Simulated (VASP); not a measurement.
# Y2Ta2F (P-6m2) in VASP: single point with PBE

Aim: the single point of Y2Ta2F with PBE.

Program: VASP 6.6.1. These are calculated values, not measurements. Logs are shortened: lines on timing, memory, paths and dates and some standing lists are left out, and cuts for length are marked.

## Step 1: The cell of the first run

It takes space group P-6m2 (No. 187, hexagonal). Conventional cell: a = 3.514 Å, b = 3.514 Å, c = 10.753 Å, α = 90.00°, β = 90.00°, γ = 120.00°. Within 4.2 Å of Y (site symmetry 3m) lie 6 Ta at 3.16 to 3.58 Å and 6 Y at 3.51 Å and 3 F at 3.58 Å. Ta (site symmetry -6m2) has 6 Y at 3.16 Å and 6 Ta at 3.51 Å within 4.2 Å. Ta (site symmetry -6m2) has 3 F at 2.03 Å within 2.7 Å. F (site symmetry -6m2) has 3 Ta at 2.03 Å within 2.7 Å.

## Step 2: Single point, PBE, collinear spin, ferromagnetic start

Contents of INCAR:

```
ALGO = Normal ; EDIFF = 1E-7
ENCUT = 520 ; GGA = PE
ISIF = 2 ; ISMEAR = 0
ISPIN = 2 ; LASPH = T
LCHARG = F ; LMAXMIX = 4
LORBIT = 11 ; LREAL = F
LWAVE = F ; MAGMOM = 0.19 0.19 0.19 0.33 0
NBANDS = 38 ; NELM = 150
PREC = Accurate ; SIGMA = 0.1
```

Contents of KPOINTS:

```
k-points
0
Gamma
  12 12 4
```

Contents of POSCAR:

```
Y2Ta2F
1.0
    3.5137032007      0.0000000000      0.0000000000
   -1.7568516004      3.0429562332      0.0000000000
    0.0000000000      0.0000000000     10.7531365662
Y Ta F
2 2 1
Direct
    0.3333333333      0.6666666667      0.7253784783
    0.3333333333      0.6666666667      0.2746215217
    0.6666666667      0.3333333333      0.5000000000
    0.0000000000      0.0000000000      0.0000000000
    0.6666666667      0.3333333333      0.0000000000
```

Potentials or basis: VASP PAW PBE potentials, release 64 (Y_sv, Ta_pv, F).

On the command line:

```console
$ cat potpaw_PBE.64/Y_sv/POTCAR potpaw_PBE.64/Ta_pv/POTCAR potpaw_PBE.64/F/POTCAR > POTCAR
$ mpirun -np 1 vasp_std > vasp.out
```

OUTCAR:

```text
EDIFF = 1E-7
   ENCUT = 520
   GGA = PE
   ISIF = 2
   ISMEAR = 0
   ISPIN = 2
   LASPH = T
   LORBIT = 11
   LREAL = F
   NELM = 150
   PREC = Accurate

 ion  position               nearest neighbor table
   1  0.333  0.667  0.725-   3 3.16   3 3.16   3 3.16   4 3.58   4 3.58   4 3.58
   2  0.333  0.667  0.275-   3 3.16   3 3.16   3 3.16   4 3.58   4 3.58   4 3.58
   3  0.667  0.333  0.500-   1 3.16   2 3.16   1 3.16   2 3.16   1 3.16   2 3.16
   4  0.000  0.000  0.000-   5 2.03   5 2.03   5 2.03   1 3.58   2 3.58   1 3.58   2 3.58   1 3.58
                             2 3.58
   5  0.667  0.333  0.000-   4 2.03   4 2.03   4 2.03

  LATTYP: Found a hexagonal cell.
 ALAT       =     3.5137032007
 C/A-ratio  =     3.0603428782

  Lattice vectors:

 A1 = (   3.5137032007,   0.0000000000,   0.0000000000)
 A2 = (  -1.7568516004,   3.0429562332,   0.0000000000)
 A3 = (   0.0000000000,   0.0000000000,  10.7531365662)

Analysis of symmetry for initial positions (statically):
=====================================================================
 Subroutine PRICEL returns:
 Original cell was already a primitive cell.

 Routine SETGRP: Setting up the symmetry group for a
 hexagonal supercell.

 Subroutine GETGRP returns: Found 12 space group operations
 (whereof 12 operations were pure point group operations)
 out of a pool of 24 trial point group operations.

The static configuration has the point symmetry D_3h.

Analysis of symmetry for dynamics (positions and initial velocities):
=====================================================================
 Subroutine PRICEL returns:
 Original cell was already a primitive cell.

 Routine SETGRP: Setting up the symmetry group for a
 hexagonal supercell.

 Subroutine GETGRP returns: Found 12 space group operations
 (whereof 12 operations were pure point group operations)
 out of a pool of 24 trial point group operations.

The dynamic configuration has the point symmetry D_3h.

Analysis of structural, dynamic, and magnetic symmetry:
=====================================================================
 Subroutine PRICEL returns:
 Original cell was already a primitive cell.

 Routine SETGRP: Setting up the symmetry group for a
 hexagonal supercell.

 Subroutine GETGRP returns: Found 12 space group operations
 (whereof 12 operations were pure point group operations)
 out of a pool of 24 trial point group operations.

[... 139 lines left out ...]
  energy-cutoff  :      520.00
  volume of cell :      114.97
 maximum number of plane-waves:      3160
 NGX is ok and might be reduce to    28
   NGX = 13   NGY = 13   NGZ = 39

 number of electron      50.9999990 magnetization       0.0120868

 Free energy of the ion-electron system (eV)
  ---------------------------------------------------
  ext. energy  EPLUGINS =         0.00000000
  ---------------------------------------------------
  free energy    TOTEN  =       -37.12594452 eV

  energy without entropy =      -37.08146876  energy(sigma->0) =      -37.10370664

 E-fermi :   4.0300     XC(G=0): -10.4531

 val. band max:        4.0275812196   @ k =   0.3333   0.0000   0.5000
 cond. band min:       4.0306139188   @ k =   0.3333   0.0000   0.5000
 fundamental gap:      0.0030326992
 Fermi energy:         4.0299967979

 spin component 1

 k-point     1 :       0.0000    0.0000    0.0000
  band No.  band energies     occupation
      1     -38.3550      1.00000
      2     -38.3537      1.00000
      3     -31.8989      1.00000
      4     -31.8989      1.00000
      5     -31.5808      1.00000
      6     -30.7007      1.00000
[... 949 lines left out ...]
     36       7.8792      0.00000
     37       7.8832      0.00000

 [... further k-points ...]

 spin component 2

 k-point     1 :       0.0000    0.0000    0.0000
  band No.  band energies     occupation
      1     -38.3543      1.00000
      2     -38.3530      1.00000
      3     -31.8967      1.00000
      4     -31.8967      1.00000
      5     -31.5777      1.00000
      6     -30.7005      1.00000
[... 949 lines left out ...]
     36       7.8804      0.00000
     37       7.8850      0.00000

 [... further k-points ...]

 [bands above 37 left out]

------------------------ aborting loop because EDIFF is reached ----------------------------------------

  FORCE on cell =-STRESS in cart. coord.  units (eV):
  Direction    XX          YY          ZZ          XY          YZ          ZX
  --------------------------------------------------------------------------------------
  -------------------------------------------------------------------------------------
  Total        0.0332160      0.0332160     -0.1362898     -0.0000000      0.0000000     -0.0000000
  in kB        0.4628726      0.4628726     -1.8992319     -0.0000000      0.0000000     -0.0000000
  external PRESSURE =      -0.3244956 kB  Pullay stress =       0.0000000 kB

 VOLUME and BASIS-vectors are now :
 -----------------------------------------------------------------------------
  energy-cutoff  :      520.00
  volume of cell :      114.97
      direct lattice vectors                 reciprocal lattice vectors
     3.513703201  0.000000000  0.000000000     0.284600020  0.164313898  0.000000000
    -1.756851600  3.042956233  0.000000000     0.000000000  0.328627796  0.000000000
     0.000000000  0.000000000 10.753136566     0.000000000  0.000000000  0.092996122

 POSITION                                       TOTAL-FORCE (eV/Angst)
 -----------------------------------------------------------------------------------
     -0.00000      2.02864      7.80009         0.000000     -0.000000     -0.007743
     -0.00000      2.02864      2.95304         0.000000     -0.000000      0.007743
      1.75685      1.01432      5.37657         0.000000      0.000000      0.000000
      0.00000      0.00000      0.00000        -0.000000      0.000000      0.000000
      1.75685      1.01432      0.00000        -0.000000      0.000000      0.000000
 -----------------------------------------------------------------------------------
    total drift:                                0.000000     -0.000000      0.000000

  FREE ENERGIE OF THE ION-ELECTRON SYSTEM (eV)
  ---------------------------------------------------
  free  energy   TOTEN  =       -37.1259445172 eV

  energy  without entropy=      -37.0814687567  energy(sigma->0) =      -37.10370664

 total charge

# of ion       s       p       d       f       tot
--------------------------------------------------
    1        2.279   6.292   0.996   0.017   9.585
    2        2.279   6.292   0.996   0.017   9.585
    3        0.359   6.071   2.145   0.000   8.575
    4        0.316   6.112   2.250   0.000   8.678
    5        1.749   4.411   0.000   0.000   6.161
--------------------------------------------------
tot          6.983  29.179   6.387   0.035  42.583

 magnetization (x)

# of ion       s       p       d       f       tot
--------------------------------------------------
    1        0.000   0.000   0.001   0.000   0.002
    2        0.000   0.000   0.001   0.000   0.002
    3       -0.000   0.000   0.000   0.000   0.000
    4        0.000   0.000   0.004   0.000   0.004
    5        0.000   0.000   0.000   0.000   0.000
--------------------------------------------------
tot          0.000   0.001   0.006   0.000   0.008
```

OSZICAR:

```text
N       E                     dE             d eps       ncg     rms          rms(c)
DAV:   1     0.396236651227E+03    0.39624E+03   -0.26114E+04  8704   0.131E+03
DAV:   2    -0.116591013936E+02   -0.40790E+03   -0.39476E+03  9936   0.374E+02
DAV:   3    -0.391567780727E+02   -0.27498E+02   -0.26884E+02 13264   0.805E+01
[... 21 lines left out ...]
DAV:  25    -0.371259338850E+02   -0.42676E-05   -0.14732E-05 10452   0.105E-02    0.660E-03
DAV:  26    -0.371259407986E+02   -0.69136E-05   -0.82854E-05  9898   0.247E-02    0.521E-03
DAV:  27    -0.371259439139E+02   -0.31153E-05   -0.57075E-05 10980   0.204E-02    0.358E-03
DAV:  28    -0.371259444951E+02   -0.58115E-06   -0.28960E-06 11614   0.569E-03    0.342E-03
DAV:  29    -0.371259445172E+02   -0.22093E-07   -0.58073E-08  6170   0.106E-03
   1 F= -.37125945E+02 E0= -.37103707E+02  d E =-.444758E-01  mag=     0.0102
```

It took 13 min on 1 thread of Intel Xeon Platinum 8488C (Sapphire Rapids), shared host; peak memory 0.57 GiB.

What came out:

| Item | Value |
| --- | --- |
| Free energy | -37.1259 eV |
| Pressure | 0.0 GPa |
| Largest force | 0.008 eV/Å |
| Net moment | 0.01 μB per cell |
| Valence electrons inside the program's atomic spheres | Y 9.59; Ta 8.57, 8.68; F 6.16 |

Forces on the atoms (eV/Å):
```
Y    0.000  0.000 -0.008
Y    0.000  0.000  0.008
Ta   0.000  0.000  0.000
Ta   0.000  0.000  0.000
F    0.000  0.000  0.000
```

Caveat: spin-orbit coupling is left out, which moves the levels of the heavy elements.
